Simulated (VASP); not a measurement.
# Sb: single point with PBEsol

Crystal: Sb.

```
CELL_PARAMETERS angstrom
3.43286 0.00000 0.00000
0.00000 3.43286 0.00000
0.00000 0.00000 2.67763
ATOMIC_POSITIONS crystal
Sb 0.00000 0.00000 0.00000
```

This cell differs from its parent crystal: ratio of the length along z to the lengths across it x 0.78, volume and fractional coordinates fixed.

* Program: VASP 6.6.1
* Task: single point
* Functional: PBEsol
* Potentials or basis: VASP PAW PBE potentials, release 64 (Sb)
* Cutoff: 520 eV
* k mesh: 16 × 16 × 16
* Occupations: gaussian, width 0.15 eV
* Spin: no spin polarisation
* Dipole correction: no
* Further INCAR settings: ALGO = Normal; EDIFF = 1e-06; NBANDS = 8

The pressure is 2.9 GPa.

Stress tensor (GPa, compression positive):
```
-8.71  0.00  0.00
 0.00 -8.71  0.00
 0.00  0.00 26.13
```

Levels at points of the mesh, in eV from the Fermi level:
| k point | band 1 | band 2 | band 3 | band 4 | band 5 | band 6 | band 7 | band 8 |
| --- | --- | --- | --- | --- | --- | --- | --- | --- |
| (0.00, 0.00, 0.00) | -12.38 | 0.87 | 0.87 | 5.01 | 5.47 | 8.52 | 12.15 | 14.95 |
| (0.50, 0.00, 0.00) | -11.04 | -5.16 | 1.97 | 7.12 | 9.18 | 9.39 | 9.73 | 13.64 |
| (0.50, 0.50, 0.00) | -9.71 | -3.83 | -3.83 | 2.03 | 10.94 | 14.09 | 16.36 | 16.36 |
| (0.00, 0.00, 0.50) | -7.51 | -5.78 | 4.74 | 4.74 | 8.63 | 9.38 | 9.65 | 9.65 |
| (0.50, 0.00, 0.50) | -5.94 | -4.75 | -1.28 | 2.90 | 5.87 | 10.89 | 11.00 | 12.17 |
| (0.50, 0.50, 0.50) | -4.28 | -3.80 | -0.04 | -0.04 | 4.69 | 4.69 | 6.47 | 7.40 |

Run time: 100 s on 1 thread of AMD EPYC 7R43 64-Core Processor (Zen 3), on a shared host, peak memory 0.18 GiB.

Caveat: the PAW data sets were made with another functional, which shifts forces and pressure a little; spin-orbit coupling is left out, which moves the levels of the heavy elements.
